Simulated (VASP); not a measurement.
# Sb (Fm-3m) in VASP: further runs

The runs below take Sb through single point, with PBEsol.

Everything below comes from runs of VASP 6.6.1. Logs are shortened: lines on timing, memory, paths and dates and some standing lists are left out, and cuts for length are marked.

### Step 1. The cell of the first run

Symmetry: Fm-3m, No. 225, cubic system. Conventional cell: a = 4.715 Å, b = 4.715 Å, c = 4.715 Å, α = 90.00°, β = 90.00°, γ = 90.00°. Sb (site symmetry m-3m) has 12 Sb at 3.33 Å within 4.4 Å.

This isn't the form of Sb at room conditions, which is rhombohedral.

### Step 2. Single point, PBEsol (26.21 Å³/atom)

Contents of INCAR:

```
PREC = Accurate ; ENCUT = 520
EDIFF = 1E-7 ; ISMEAR = -1
SIGMA = 0.1 ; LREAL = F
LASPH = T ; NELM = 100
ALGO = Normal ; ISIF = 2
LWAVE = F ; LCHARG = T
GGA = PS ; LELF = T
LVHAR = T ; NBANDS = 8
```

Contents of KPOINTS:

```
Automatic mesh
0
Gamma
  15 15 15
```

Contents of POSCAR:

```
Sb
1.0
    0.0000000000      2.3577219249      2.3577219249
    2.3577219249      0.0000000000      2.3577219249
    2.3577219249      2.3577219249      0.0000000000
Sb
1
Direct
    0.0000000000      0.0000000000      0.0000000000
```

Potentials or basis: VASP PAW PBE potentials, release 64 (Sb).

The run is started by

```console
$ cat potpaw_PBE.64/Sb/POTCAR > POTCAR
$ mpirun -np 1 vasp_std > vasp.out
```

OUTCAR:

```text
PREC = Accurate
   ENCUT = 520
   EDIFF = 1E-7
   ISMEAR = -1
   LREAL = F
   LASPH = T
   NELM = 100
   ISIF = 2
   GGA = PS

 ion  position               nearest neighbor table
   1  0.000  0.000  0.000-

  LATTYP: Found a face centered cubic cell.
 ALAT       =     4.7154438498

  Lattice vectors:

 A1 = (   0.0000000000,   2.3577219249,   2.3577219249)
 A2 = (   2.3577219249,   0.0000000000,   2.3577219249)
 A3 = (   2.3577219249,   2.3577219249,   0.0000000000)

Analysis of symmetry for initial positions (statically):
=====================================================================
 Subroutine PRICEL returns:
 Original cell was already a primitive cell.

 Routine SETGRP: Setting up the symmetry group for a
 face centered cubic supercell.

 Subroutine GETGRP returns: Found 48 space group operations
 (whereof 48 operations were pure point group operations)
 out of a pool of 48 trial point group operations.

The static configuration has the point symmetry O_h .

Analysis of symmetry for dynamics (positions and initial velocities):
=====================================================================
 Subroutine PRICEL returns:
 Original cell was already a primitive cell.

 Routine SETGRP: Setting up the symmetry group for a
 face centered cubic supercell.

 Subroutine GETGRP returns: Found 48 space group operations
 (whereof 48 operations were pure point group operations)
 out of a pool of 48 trial point group operations.

The dynamic configuration has the point symmetry O_h .

 Subroutine INISYM returns: Found 48 space group operations
 (whereof 48 operations are pure point group operations),
 and found     1 'primitive' translations

----------------------------------------------------------------------------------------

                                     Primitive cell

  volume of cell :      26.2125

  direct lattice vectors                    reciprocal lattice vectors
     0.000000000  2.357721925  2.357721925    -0.212069114  0.212069114  0.212069114
     2.357721925  0.000000000  2.357721925     0.212069114 -0.212069114  0.212069114
     2.357721925  2.357721925  0.000000000     0.212069114  0.212069114 -0.212069114

  length of vectors
     3.334322322  3.334322322  3.334322322     0.367314480  0.367314480  0.367314480

  position of ions in fractional coordinates (direct lattice)
     0.000000000  0.000000000  0.000000000

  ion indices of the primitive-cell ions
   primitive index   ion index
                 1           1

----------------------------------------------------------------------------------------

 KPOINTS: Automatic mesh

Automatic generation of k-mesh.
 Grid dimensions read from file:
 generate k-points for:   15   15   15

 Generating k-lattice:

  Cartesian coordinates                     Fractional coordinates (reciprocal lattice)
    -0.014137941  0.014137941  0.014137941     0.066666667  0.000000000  0.000000000
     0.014137941 -0.014137941  0.014137941     0.000000000  0.066666667  0.000000000
     0.014137941  0.014137941 -0.014137941     0.000000000  0.000000000  0.066666667

  Length of vectors
     0.024487632  0.024487632  0.024487632

  Shift w.r.t. Gamma in fractional coordinates (k-lattice)
     0.000000000  0.000000000  0.000000000

 Subroutine IBZKPT returns following result:
 ===========================================

 Found    120 irreducible k-points:

 Following reciprocal coordinates:
            Coordinates               Weight
  0.000000  0.000000  0.000000      1.000000
  0.066667  0.000000  0.000000      8.000000
  0.133333  0.000000  0.000000      8.000000
  0.200000  0.000000  0.000000      8.000000
  0.266667  0.000000  0.000000      8.000000
  0.333333  0.000000  0.000000      8.000000
[... 16 lines left out ...]
  0.133333  0.133333  0.000000      6.000000
  0.200000  0.133333  0.000000     24.000000
 [... further k-points ...]
   k-points           NKPTS =    120   k-points in BZ     NKDIM =    120   number of bands    NBANDS=      8
   number of dos      NEDOS =    301   number of ions     NIONS =      1
   total plane-waves  NPLWV =  21952
   dimension x,y,z NGX =    28 NGY =   28 NGZ =   28
   dimension x,y,z NGXF=    56 NGYF=   56 NGZF=   56
   ions per type =               1
   NGX,Y,Z   is equivalent  to a cutoff of  13.96, 13.96, 13.96 a.u.
   NGXF,Y,Z  is equivalent  to a cutoff of  27.92, 27.92, 27.92 a.u.
 SYSTEM =  unknown system
   PREC   = accura    normal or accurate (medium, high low for compatibility)
   ISTART =      0    job   : 0-new  1-cont  2-samecut
   ICHARG =      2    charge: 1-file 2-atom 10-const
   ISPIN  =      1    spin polarized calculation?
   LNONCOLLINEAR =      F non collinear calculations
   LSORBIT =      F    spin-orbit coupling
   LASPH  =      T    aspherical Exc in radial PAW
   ENCUT  =  520.0 eV  38.22 Ry    6.18 a.u.   6.20  6.20  6.20*2*pi/ulx,y,z
   NELM   =    100;   NELMIN=  2; NELMDL= -5     # of ELM steps
   EDIFF  = 0.1E-06   stopping-criterion for ELM
   LREAL  =      F    real-space projection
   EDIFFG = 0.1E-05   stopping-criterion for IOM
   NSW    =      0    number of steps for IOM
   IBRION =     -1    ionic relax: 0-MD 1-quasi-New 2-CG
   NFREE  =      0    steps in history (QN), initial steepest desc. (CG)
   ISIF   =      2    stress and relaxation
   ISYM   =      2    0-nonsym 1-usesym 2-fastsym
   POTIM  = 0.5000    time-step for ionic-motion
   TEBEG  =    0.0;   TEEND  =   0.0 temperature during run
   PSTRESS=    0.0 pullay stress
   NELECT =       5.0000    total number of electrons
   NUPDOWN=      -1.0000    fix difference up-down
   EMIN   =  10.00;   EMAX   =-10.00  energy-range for DOS
   EFERMI =   0.00;   METHOD = LEGACY
   ISMEAR =    -1;   SIGMA  =   0.10  broadening in eV -4-tet -1-fermi 0-gaus
   EFERMI_NEDOS =   21; number of points for ismear=-14 and -15
   IALGO  =     38    algorithm
   IMIX   =      4    mixing-type and parameters
     AMIX     =   0.40;   BMIX     =  1.00
     AMIX_MAG =   1.60;   BMIX_MAG =  1.00
  volume/ion in A,a.u.               =      26.21       176.89
  Fermi-wavevector in a.u.,A,eV,Ry     =   0.942386  1.780852 12.083222  0.888092
  Thomas-Fermi vector in A             =   2.069991
   LORBIT       =      0    0 simple, 1 ext, 2 COOP (PROOUT), +10 PAW based schemes
   GGA     = PS    functional components
   LHFCALC =     F    Hartree Fock is set to
   AEXX    =    0.0000 exact exchange contribution
   IVDW    =     0    specifies the selected vdW correction
   LEPSILON=     F    determine dielectric tensor
   LRPA    =     F    only Hartree local field effects (RPA)
 non-spin polarized calculation
  energy-cutoff  :      520.00
  volume of cell :       26.21
 maximum number of plane-waves:       725
 NGX is ok and might be reduce to    28
   NGX = 13   NGY = 13   NGZ = 13

 number of electron       5.0000000 magnetization

 Free energy of the ion-electron system (eV)
  ---------------------------------------------------
  ext. energy  EPLUGINS =         0.00000000
  ---------------------------------------------------
  free energy    TOTEN  =        -4.31085788 eV

  energy without entropy =       -4.29017311  energy(sigma->0) =       -4.30051549

 E-fermi :   8.7631     XC(G=0): -10.4505

 val. band max:        8.7370921300   @ k =   0.4667   0.2667   0.0667
 cond. band min:       8.7675166090   @ k =  -0.4000   0.4667   0.0667
 fundamental gap:      0.0304244789
 Fermi energy:         8.7630996816

 k-point     1 :       0.0000    0.0000    0.0000
  band No.  band energies     occupation
      1      -4.4203      2.00000
      2      14.2458      0.00000
      3      14.2458      0.00000
      4      14.2458      0.00000
      5      18.8113      0.00000
      6      18.8113      0.00000
      7      18.8113      0.00000
      8      18.9820      0.00000

 k-point     2 :       0.0667    0.0000    0.0000
  band No.  band energies     occupation
      1      -4.3299      2.00000
      2      13.3585      0.00000
      3      14.1212      0.00000
      4      14.1212      0.00000
      5      17.9842      0.00000
      6      19.0144      0.00000
      7      19.0144      0.00000
      8      20.3935      0.00000

 k-point     3 :       0.1333    0.0000    0.0000
  band No.  band energies     occupation
      1      -4.0596      2.00000
      2      11.4970      0.00000
      3      13.8145      0.00000
      4      13.8145      0.00000
      5      17.5153      0.00000
      6      19.4753      0.00000
      7      19.4753      0.00000
      8      21.5544      0.00000

 k-point     4 :       0.2000    0.0000    0.0000
  band No.  band energies     occupation
      1      -3.6123      2.00000
      2       9.4372      0.00236
      3      13.4442      0.00000
      4      13.4442      0.00000
      5      17.2141      0.00000
      6      19.5882      0.00000
      7      19.5882      0.00000
      8      21.1174      0.00000

 k-point     5 :       0.2667    0.0000    0.0000
  band No.  band energies     occupation
      1      -2.9952      2.00000
      2       7.4341      2.00000
      3      13.0932      0.00000
      4      13.0932      0.00000
      5      17.0360      0.00000
      6      19.0829      0.00000
      7      19.0829      0.00000
      8      20.1974      0.00000

 k-point     6 :       0.3333    0.0000    0.0000
  band No.  band energies     occupation
      1      -2.2277      2.00000
      2       5.5904      2.00000
      3      12.8064      0.00000
      4      12.8064      0.00000
      5      16.9730      0.00000
      6      18.5422      0.00000
      7      18.5422      0.00000
      8      19.3969      0.00000

 k-point     7 :       0.4000    0.0000    0.0000
  band No.  band energies     occupation
      1      -1.3690      2.00000
      2       4.0006      2.00000
      3      12.6062      0.00000
      4      12.6062      0.00000
      5      17.0061      0.00000
      6      18.1494      0.00000
      7      18.1494      0.00000
      8      18.7785      0.00000

 k-point     8 :       0.4667    0.0000    0.0000
  band No.  band energies     occupation
      1      -0.6406      2.00000
      2       2.9031      2.00000
      3      12.5038      0.00000
      4      12.5038      0.00000
      5      17.0762      0.00000
      6      17.9467      0.00000
      7      17.9467      0.00000
      8      18.4141      0.00000

 k-point     9 :       0.0667    0.0667    0.0000
  band No.  band energies     occupation
      1      -4.2998      2.00000
      2      13.7422      0.00000
      3      13.7423      0.00000
      4      13.7423      0.00000
      5      17.4993      0.00000
      6      19.4277      0.00000
      7      19.4277      0.00000
      8      20.4973      0.00000

 k-point    10 :       0.1333    0.0667    0.0000
  band No.  band energies     occupation
      1      -4.0894      2.00000
      2      12.1533      0.00000
      3      13.2794      0.00000
      4      13.7748      0.00000
      5      17.1958      0.00000
      6      19.5443      0.00000
      7      20.0469      0.00000
      8      20.1033      0.00000
[... 78 lines left out ...]
 k-point    18 :      -0.3333    0.0667    0.0000
  band No.  band energies     occupation
      1      -1.8693      2.00000
      2       5.0989      2.00000
      3      11.6386      0.00000
      4      12.9586      0.00000
      5      17.4965      0.00000
      6      17.7181      0.00000
      7      18.3044      0.00000
      8      20.5794      0.00000

 k-point    19 :      -0.2667    0.0667    0.0000
  band No.  band energies     occupation
      1      -2.6760      2.00000
      2       6.8617      2.00000
      3      11.7991      0.00000
      4      13.3813      0.00000
      5      17.5148      0.00000
      6      18.3932      0.00000
      7      18.6411      0.00000
      8      21.1445      0.00000

 k-point    20 :      -0.2000    0.0667    0.0000
  band No.  band energies     occupation
      1      -3.3455      2.00000
      2       8.8037      0.79987
      3      12.0948      0.00000
      4      13.8041      0.00000
      5      17.5958      0.00000
      6      19.1045      0.00000
      7      19.2059      0.00000
      8      20.7717      0.00000

 k-point    21 :      -0.1333    0.0667    0.0000
  band No.  band energies     occupation
      1      -3.8501      2.00000
      2      10.8183      0.00000
      3      12.5240      0.00000
      4      14.1416      0.00000
      5      17.7004      0.00000
      6      19.2456      0.00000
      7      19.8063      0.00000
      8      20.5701      0.00000

 k-point    22 :      -0.0667    0.0667    0.0000
  band No.  band energies     occupation
      1      -4.1796      2.00000
      2      12.5781      0.00000
      3      13.1841      0.00000
      4      14.2747      0.00000
      5      17.7696      0.00000
      6      18.9777      0.00000
      7      19.5161      0.00000
      8      21.3471      0.00000

 k-point    23 :       0.1333    0.1333    0.0000
  band No.  band energies     occupation
      1      -3.9390      2.00000
      2      12.5473      0.00000
      3      12.7072      0.00000
      4      12.7072      0.00000
      5      16.3096      0.00000
      6      18.8262      0.00000
      7      20.7811      0.00000
      8      20.7811      0.00000

 k-point    24 :       0.2000    0.1333    0.0000
  band No.  band energies     occupation
      1      -3.6099      2.00000
      2      10.8593      0.00000
      3      12.1972      0.00000
      4      12.6547      0.00000
      5      16.1857      0.00000
      6      17.8877      0.00000
      7      20.9527      0.00000
      8      21.4203      0.00000

 [... further k-points ...]
[... 5 lines left out ...]
  --------------------------------------------------------------------------------------
  -------------------------------------------------------------------------------------
  Total       -0.0027311     -0.0027311     -0.0027311      0.0000000      0.0000000     -0.0000000
  in kB       -0.1669312     -0.1669312     -0.1669312      0.0000000      0.0000000     -0.0000000
  external PRESSURE =      -0.1669312 kB  Pullay stress =       0.0000000 kB

 VOLUME and BASIS-vectors are now :
 -----------------------------------------------------------------------------
  energy-cutoff  :      520.00
  volume of cell :       26.21
      direct lattice vectors                 reciprocal lattice vectors
     0.000000000  2.357721925  2.357721925    -0.212069114  0.212069114  0.212069114
     2.357721925  0.000000000  2.357721925     0.212069114 -0.212069114  0.212069114
     2.357721925  2.357721925  0.000000000     0.212069114  0.212069114 -0.212069114

 POSITION                                       TOTAL-FORCE (eV/Angst)
 -----------------------------------------------------------------------------------
      0.00000      0.00000      0.00000         0.000000     -0.000000     -0.000000
 -----------------------------------------------------------------------------------
    total drift:                                0.000000      0.000000      0.000000

  FREE ENERGIE OF THE ION-ELECTRON SYSTEM (eV)
  ---------------------------------------------------
  free  energy   TOTEN  =        -4.3108578754 eV

  energy  without entropy=       -4.2901731050  energy(sigma->0) =       -4.30051549
```

Wall time 28 s (1 thread of Intel Xeon 8259CL, shared host); peak memory 0.17 GiB.

Results:

```
Free energy            : -4.3109 eV
Pressure               : 0.0 GPa
Band gap on the k mesh : zero (an odd number of electrons rules out a gap without spin polarisation)
```

Caveat: the PAW data sets were made with another functional, which shifts forces and pressure a little; spin-orbit coupling is left out, which moves the levels of the heavy elements.

### Step 3. Single point, PBEsol

This run uses another cell than the first one, of 15.73 Å³/atom.

Contents of INCAR:

```
SYSTEM = Sb
ALGO = Normal
EDIFF = 1E-6
ENCUT = 520
GGA = PS
ISIF = 2
ISMEAR = -1
ISYM = 0
LASPH = .TRUE.
LCHARG = .TRUE.
LELF = .TRUE.
LREAL = .FALSE.
LVHAR = .TRUE.
LWAVE = .FALSE.
NBANDS = 8
NELM = 100
PREC = Accurate
SIGMA = 0.1
```

Contents of KPOINTS:

```
k-points
0
G
  15 15 15
  0 0 0
```

Contents of POSCAR:

```
Sb
1.0
    0.0000000000      1.9885796872      1.9885796872
    1.9885796872      0.0000000000      1.9885796872
    1.9885796872      1.9885796872      0.0000000000
Sb
1
Direct
    0.0000000000      0.0000000000      0.0000000000
```

Potentials or basis: VASP PAW PBE potentials, release 64 (Sb).

The run is started by

```console
$ cat potpaw_PBE.64/Sb/POTCAR > POTCAR
$ mpirun -np 1 vasp_std > vasp.out
```

Wall time 3.7 min (1 thread of Intel Xeon 8259CL, shared host); peak memory 0.32 GiB.

Results (log left out):

| Item | Value |
| --- | --- |
| Free energy | -2.0176 eV |
| Pressure | 114.0 GPa |
| Band gap on the k mesh | zero (an odd number of electrons rules out a gap without spin polarisation) |

Levels at points of the mesh, in eV from the Fermi level:
```tsv
k point	band 1	band 2	band 3	band 4	band 5	band 6	band 7
(0.00, 0.00, 0.00)	-18.59	9.48	9.97	9.97	9.97	12.09	12.09
```

Caveat: the cell stands under pressure; the PAW data sets were made with another functional, which shifts forces and pressure a little; spin-orbit coupling is left out, which moves the levels of the heavy elements.
